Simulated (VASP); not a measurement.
# CaB2 (P6/mmm) in VASP: further runs, part 3 of 3

VASP 6.6.1. Earlier steps stand in the parts before.

### Step 6. Single point, PBE+D3(BJ), collinear spin, zero start

Contents of INCAR:

```
SYSTEM = CaB2
ALGO = Normal
EDIFF = 1E-6
ENCUT = 500
GGA = PE
GGA_COMPAT = .False.
ISIF = 2
ISMEAR = 0
ISPIN = 2
IVDW = 12
LASPH = .True.
LCHARG = .True.
LELF = .True.
LORBIT = 11
LREAL = .False.
LVHAR = .True.
LWAVE = .False.
MAGMOM = 0 0 0
NBANDS = 19
NELM = 200
PREC = Accurate
SIGMA = 0.1
```

Contents of KPOINTS:

```
k-points
0
Gamma
  6 6 4
  0 0 0
```

Contents of POSCAR:

```
CaB2
1.0
    3.2264302843      0.0000000000      0.0000000000
   -1.6132151421      2.7941705897      0.0000000000
    0.0000000000      0.0000000000      4.0673920000
Ca B
1 2
Direct
    0.0000000000      0.0000000000      0.0000000000
    0.3333333333      0.6666666667      0.5000000000
    0.6666666667      0.3333333333      0.5000000000
```

Potentials or basis: VASP PAW PBE potentials, release 64 (Ca_sv, B).

Launch:

```console
$ cat potpaw_PBE.64/Ca_sv/POTCAR potpaw_PBE.64/B/POTCAR > POTCAR
$ mpirun -np 1 vasp_std > vasp.out
```

OUTCAR:

```text
SYSTEM = CaB2
   EDIFF = 1E-6
   ENCUT = 500
   GGA = PE
   ISIF = 2
   ISMEAR = 0
   ISPIN = 2
   IVDW = 12
   LASPH = .True.
   LORBIT = 11
   LREAL = .False.
   NELM = 200
   PREC = Accurate
 IVDW          = 12

 ion  position               nearest neighbor table
   1  0.000  0.000  0.000-
   2  0.333  0.667  0.500-   3 1.86   3 1.86   3 1.86
   3  0.667  0.333  0.500-   2 1.86   2 1.86   2 1.86

  LATTYP: Found a hexagonal cell.
 ALAT       =     3.2264302843
 C/A-ratio  =     1.2606477257

  Lattice vectors:

 A1 = (   3.2264302843,   0.0000000000,   0.0000000000)
 A2 = (  -1.6132151421,   2.7941705897,   0.0000000000)
 A3 = (   0.0000000000,   0.0000000000,   4.0673920000)

Analysis of symmetry for initial positions (statically):
=====================================================================
 Subroutine PRICEL returns:
 Original cell was already a primitive cell.

 Routine SETGRP: Setting up the symmetry group for a
 hexagonal supercell.

 Subroutine GETGRP returns: Found 24 space group operations
 (whereof 24 operations were pure point group operations)
 out of a pool of 24 trial point group operations.

The static configuration has the point symmetry D_6h.

Analysis of symmetry for dynamics (positions and initial velocities):
=====================================================================
 Subroutine PRICEL returns:
 Original cell was already a primitive cell.

 Routine SETGRP: Setting up the symmetry group for a
 hexagonal supercell.

 Subroutine GETGRP returns: Found 24 space group operations
 (whereof 24 operations were pure point group operations)
 out of a pool of 24 trial point group operations.

The dynamic configuration has the point symmetry D_6h.

Analysis of structural, dynamic, and magnetic symmetry:
=====================================================================
 Subroutine PRICEL returns:
 Original cell was already a primitive cell.

 Routine SETGRP: Setting up the symmetry group for a
 hexagonal supercell.

 Subroutine GETGRP returns: Found 24 space group operations
 (whereof 24 operations were pure point group operations)
 out of a pool of 24 trial point group operations.

The overall configuration has the point symmetry D_6h.

 Subroutine INISYM returns: Found 24 space group operations
 (whereof 24 operations are pure point group operations),
 and found     1 'primitive' translations

----------------------------------------------------------------------------------------

                                     Primitive cell

  volume of cell :      36.6683

  direct lattice vectors                    reciprocal lattice vectors
     3.226430284  0.000000000  0.000000000     0.309940061  0.178943978  0.000000000
    -1.613215142  2.794170590  0.000000000     0.000000000  0.357887956  0.000000000
     0.000000000  0.000000000  4.067392000     0.000000000  0.000000000  0.245857788

  length of vectors
     3.226430284  3.226430284  4.067392000     0.357887956  0.357887956  0.245857788

  position of ions in fractional coordinates (direct lattice)
     0.000000000  0.000000000  0.000000000
     0.333333333  0.666666667  0.500000000
     0.666666667  0.333333333  0.500000000

  ion indices of the primitive-cell ions
   primitive index   ion index
                 1           1
                 2           2
                 3           3
[... 67 lines left out ...]
   NELM   =    200;   NELMIN=  2; NELMDL= -5     # of ELM steps
   EDIFF  = 0.1E-05   stopping-criterion for ELM
   LREAL  =      F    real-space projection
   EDIFFG = 0.1E-04   stopping-criterion for IOM
   NSW    =      0    number of steps for IOM
   IBRION =     -1    ionic relax: 0-MD 1-quasi-New 2-CG
   NFREE  =      0    steps in history (QN), initial steepest desc. (CG)
   ISIF   =      2    stress and relaxation
   ISYM   =      2    0-nonsym 1-usesym 2-fastsym
   POTIM  = 0.5000    time-step for ionic-motion
   TEBEG  =    0.0;   TEEND  =   0.0 temperature during run
   PSTRESS=    0.0 pullay stress
   NELECT =      16.0000    total number of electrons
   NUPDOWN=      -1.0000    fix difference up-down
   EMIN   =  10.00;   EMAX   =-10.00  energy-range for DOS
   EFERMI =   0.00;   METHOD = LEGACY
   ISMEAR =     0;   SIGMA  =   0.10  broadening in eV -4-tet -1-fermi 0-gaus
   EFERMI_NEDOS =   21; number of points for ismear=-14 and -15
   IALGO  =     38    algorithm
   IMIX   =      4    mixing-type and parameters
     AMIX     =   0.40;   BMIX     =  1.00
     AMIX_MAG =   1.60;   BMIX_MAG =  1.00
  volume/ion in A,a.u.               =      12.22        82.48
  Fermi-wavevector in a.u.,A,eV,Ry     =   1.241703  2.346479 20.977823  1.541826
  Thomas-Fermi vector in A             =   2.376089
   LORBIT       =     11    0 simple, 1 ext, 2 COOP (PROOUT), +10 PAW based schemes
   GGA     = PE    functional components
   LHFCALC =     F    Hartree Fock is set to
   AEXX    =    0.0000 exact exchange contribution
   IVDW    =    12    specifies the selected vdW correction
   LEPSILON=     F    determine dielectric tensor
   LRPA    =     F    only Hartree local field effects (RPA)
 spin polarized calculation
 Gauss-broadening in eV      SIGMA  =   0.10
  energy-cutoff  :      500.00
  volume of cell :       36.67
 maximum number of plane-waves:       945
 NGX is ok and might be reduce to    24
   NGX = 11   NGY = 11   NGZ = 15

 number of electron      16.0000004 magnetization      -0.0000119

 number of electron      16.0000004 magnetization       0.0000043

 Free energy of the ion-electron system (eV)
  ---------------------------------------------------
  ext. energy  EPLUGINS =         0.00000000
  ---------------------------------------------------
  free energy    TOTEN  =       -15.71863657 eV

  energy without entropy =      -15.70530407  energy(sigma->0) =      -15.71197032

 E-fermi :   4.6506     XC(G=0): -10.8084

 val. band max:        4.5916380390   @ k =   0.1667  -0.0000   0.2500
 cond. band min:       4.6687835282   @ k =   0.3333   0.3333   0.0000
 fundamental gap:      0.0771454892
 Fermi energy:         4.6505631202

 spin component 1

 k-point     1 :       0.0000    0.0000    0.0000
  band No.  band energies     occupation
      1     -35.1076      1.00000
      2     -16.0950      1.00000
      3     -15.9036      1.00000
      4     -15.9036      1.00000
      5      -5.7349      1.00000
      6       2.8711      1.00000
[... 438 lines left out ...]
      5      -1.5064      1.00000
      6      -1.5064      1.00000
[... 11 lines left out ...]
     18      17.3840      0.00000
     19      18.6198      0.00000
 Fermi energy:         4.6505631202

 spin component 2

 k-point     1 :       0.0000    0.0000    0.0000
  band No.  band energies     occupation
      1     -35.1076      1.00000
      2     -16.0950      1.00000
      3     -15.9036      1.00000
      4     -15.9036      1.00000
      5      -5.7349      1.00000
      6       2.8711      1.00000
[... 439 lines left out ...]
      6      -1.5064      1.00000
[... 11 lines left out ...]
     18      17.3840      0.00000
     19      18.6198      0.00000

------------------------ aborting loop because EDIFF is reached ----------------------------------------

 Edisp (eV)   -0.84306

 E8    (eV) :    -0.3627

  FORCE on cell =-STRESS in cart. coord.  units (eV):
  Direction    XX          YY          ZZ          XY          YZ          ZX
  --------------------------------------------------------------------------------------
  -------------------------------------------------------------------------------------
  Total      -0.86356    -0.86356    -0.82248    -0.00000     0.00000     0.00000
  in kB     -37.73235   -37.73235   -35.93745    -0.00000     0.00000     0.00000
  external pressure =      -37.13 kB  Pullay stress =        0.00 kB

 VOLUME and BASIS-vectors are now :
 -----------------------------------------------------------------------------
  energy-cutoff  :      500.00
  volume of cell :       36.67
      direct lattice vectors                 reciprocal lattice vectors
     3.226430284  0.000000000  0.000000000     0.309940061  0.178943978  0.000000000
    -1.613215142  2.794170590  0.000000000     0.000000000  0.357887956  0.000000000
     0.000000000  0.000000000  4.067392000     0.000000000  0.000000000  0.245857788

 POSITION                                       TOTAL-FORCE (eV/Angst)
 -----------------------------------------------------------------------------------
      0.00000      0.00000      0.00000        -0.000000      0.000000      0.000000
     -0.00000      1.86278      2.03370         0.000000      0.000000     -0.000000
      1.61322      0.93139      2.03370        -0.000000     -0.000000      0.000000
 -----------------------------------------------------------------------------------
    total drift:                               -0.000000      0.000000      0.000000

  FREE ENERGIE OF THE ION-ELECTRON SYSTEM (eV)
  ---------------------------------------------------
  free  energy   TOTEN  =       -16.5616957452 eV

  energy  without entropy=      -16.5483632507  energy(sigma->0) =      -16.55502950

 total charge

# of ion       s       p       d       tot
------------------------------------------
    1        2.055   5.885   0.349   8.289
    2        0.675   1.118   0.000   1.793
    3        0.675   1.118   0.000   1.793
--------------------------------------------------
tot          3.405   8.122   0.349  11.876

 magnetization (x)

# of ion       s       p       d       tot
------------------------------------------
    1        0.000   0.000   0.000   0.000
    2       -0.000  -0.000   0.000  -0.000
    3       -0.000  -0.000   0.000  -0.000
--------------------------------------------------
tot         -0.000  -0.000   0.000  -0.000
```

OSZICAR:

```text
N       E                     dE             d eps       ncg     rms          rms(c)
DAV:   1     0.936342332238E+02    0.93634E+02   -0.71716E+03  1596   0.794E+02
DAV:   2    -0.132631867762E+02   -0.10690E+03   -0.99603E+02  1862   0.221E+02
DAV:   3    -0.166223972897E+02   -0.33592E+01   -0.33068E+01  1994   0.361E+01
DAV:   4    -0.167315517857E+02   -0.10915E+00   -0.10883E+00  2143   0.558E+00
DAV:   5    -0.167326181878E+02   -0.10664E-02   -0.10663E-02  1928   0.492E-01    0.554E+00
DAV:   6    -0.158168716310E+02    0.91575E+00   -0.50144E-01  1831   0.477E+00    0.249E+00
DAV:   7    -0.157262583415E+02    0.90613E-01   -0.19760E-01  2002   0.255E+00    0.894E-01
DAV:   8    -0.157497411585E+02   -0.23483E-01   -0.73152E-02  1849   0.219E+00    0.826E-01
DAV:   9    -0.157186153874E+02    0.31126E-01   -0.17815E-02  1855   0.109E+00    0.102E-01
DAV:  10    -0.157186956193E+02   -0.80232E-04   -0.18787E-03  1899   0.274E-01    0.625E-02
DAV:  11    -0.157187021916E+02   -0.65723E-05   -0.13675E-04  2202   0.754E-02    0.368E-02
DAV:  12    -0.157186400096E+02    0.62182E-04   -0.71033E-05  1851   0.528E-02    0.129E-02
DAV:  13    -0.157186428691E+02   -0.28594E-05   -0.75309E-06  1800   0.174E-02    0.125E-02
DAV:  14    -0.157186367949E+02    0.60742E-05   -0.33319E-06  1818   0.119E-02    0.157E-03
DAV:  15    -0.157186365664E+02    0.22852E-06   -0.37964E-07   990   0.396E-03
   1 F= -.16561696E+02 E0= -.16555029E+02  d E =-.133325E-01  mag=    -0.0000
```

Run time: 18 s. Hardware: 1 thread of Intel Xeon 6975P-C (Granite Rapids), shared host; peak memory 0.17 GiB.

Results:

- Free energy: -16.5617 eV
- Pressure: -3.7 GPa
- Band gap on the k mesh: zero (filled and empty bands overlap)
- Net moment: 0.00 μB per cell
- Valence electrons inside the program's atomic spheres: Ca 8.29; B 1.79
- Dispersion energy per atom: -0.281 eV

Levels at points of the mesh, in eV from the Fermi level:
Spin up:
```tsv
k point	band 4	band 5	band 6	band 7	band 8	band 9	band 10	band 11	band 12	band 13
(0.00, 0.00, 0.00)	-20.55	-10.39	-1.78	0.38	0.38	0.39	5.39	5.39	6.24	6.24
(0.50, 0.00, 0.00)	-20.59	-6.82	-6.32	-1.40	-1.14	0.99	3.16	5.28	6.29	6.58
(0.00, 0.00, 0.50)	-20.55	-9.35	-4.68	0.96	0.96	3.41	4.08	4.08	4.27	4.27
(0.50, 0.00, 0.50)	-20.68	-7.32	-5.45	-1.66	-0.88	-0.70	5.28	5.61	6.35	7.31
```
Spin down:
```csv
k point,band 6,band 7,band 8,band 9,band 10,band 11
"(0.00, 0.00, 0.00)",-1.78,0.38,0.38,0.39,5.39,5.39
"(0.50, 0.00, 0.00)",-6.32,-1.40,-1.14,0.99,3.16,5.28
"(0.00, 0.00, 0.50)",-4.68,0.96,0.96,3.41,4.08,4.08
"(0.50, 0.00, 0.50)",-5.45,-1.66,-0.88,-0.70,5.28,5.61
```

Caveat: the k points lie up to 0.39 Å⁻¹ apart, too coarse for converged energies and pressures of a metal; three body term missing.

### Step 7. The runs side by side

```csv
level,spin,cell,k mesh,smearing,gap on the mesh (eV),pressure (GPa)
PBE,off,"a = 3.226, b = 3.226, c = 4.067 Å, angles 90.0, 90.0, 120.0°, 3 atoms",6 × 6 × 4,fermi-dirac 0.006 eV,none,0.1
PBE,off,"a = 3.226, b = 3.226, c = 4.067 Å, angles 90.0, 90.0, 120.0°, 3 atoms",6 × 6 × 4,methfessel-paxton 0.26 eV,none,0.0
PBE,off,"a = 3.226, b = 3.226, c = 4.067 Å, angles 90.0, 90.0, 120.0°, 3 atoms",7 × 7 × 5,gaussian 0.1 eV,none,-0.1
PBE,off,"a = 3.652, b = 3.652, c = 4.604 Å, angles 90.0, 90.0, 120.0°, 3 atoms",6 × 6 × 4,gaussian 0.1 eV,none,-22.0
PBE+D3(BJ),"collinear, zero start","a = 3.226, b = 3.226, c = 4.067 Å, angles 90.0, 90.0, 120.0°, 3 atoms",6 × 6 × 4,gaussian 0.1 eV,none,-3.7
```

Alike in all rows: task single point; potentials or basis VASP PAW PBE potentials, release 64 (Ca_sv, B); cutoff (eV) 500.

Caveats: some runs use coarse meshes; the cell stands under tension (at least some runs); three body term missing (at least some runs).

Total energies depend on the potentials used, so only differences within one code and one set of settings carry meaning.
